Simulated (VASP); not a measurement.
Wanted: the native input for a VASP 6.6.1 run.

* Task: single point
* Functional: PBE
* Dispersion: D3(BJ)
* Potentials or basis: VASP PAW PBE potentials, release 64 (Ga_d, P)
* Cutoff: 520 eV
* k mesh: 8 × 8 × 8
* Occupations: gaussian, width 0.05 eV
* Spin: no spin polarisation
* Dipole correction: no
* Further INCAR settings: ALGO = Normal; EDIFF = 1e-06; NBANDS = 16

The structure of GaP lies in POSCAR:

```
GaP
1.0
    0.0000000000      2.7216115738      2.7216115738
    2.7216115738      0.0000000000      2.7216115738
    2.7216115738      2.7216115738      0.0000000000
Ga P
1 1
Direct
    0.0000000000      0.0000000000      0.0000000000
    0.7500000000      0.7500000000      0.7500000000
```

One way to write it, as run:

INCAR

```
ALGO = Normal
EDIFF = 1E-6
ENCUT = 520
GGA = PE
ISIF = 2
ISMEAR = 0
IVDW = 12
LASPH = True
LCHARG = False
LREAL = False
LWAVE = False
NBANDS = 16
NELM = 60
PREC = Accurate
SIGMA = 0.05
```

KPOINTS

```
k-points
0
Gamma
  8 8 8
```

Potentials or basis: VASP PAW PBE potentials, release 64 (Ga_d, P).

Launch:

```bash
$ cat potpaw_PBE.64/Ga_d/POTCAR potpaw_PBE.64/P/POTCAR > POTCAR
$ mpirun -np 1 vasp_std > vasp.out
```

Results of the run:

```yaml
Pressure: 0.0 GPa
Band_gap_on_the_k_mesh: 1.64 eV, indirect (least direct gap 1.86 eV)
Dispersion_energy_per_atom: -0.318 eV
```

It took 22 s on 1 thread of AMD EPYC 9R45 (Zen 5), with other jobs on the host, peak memory 0.15 GiB.
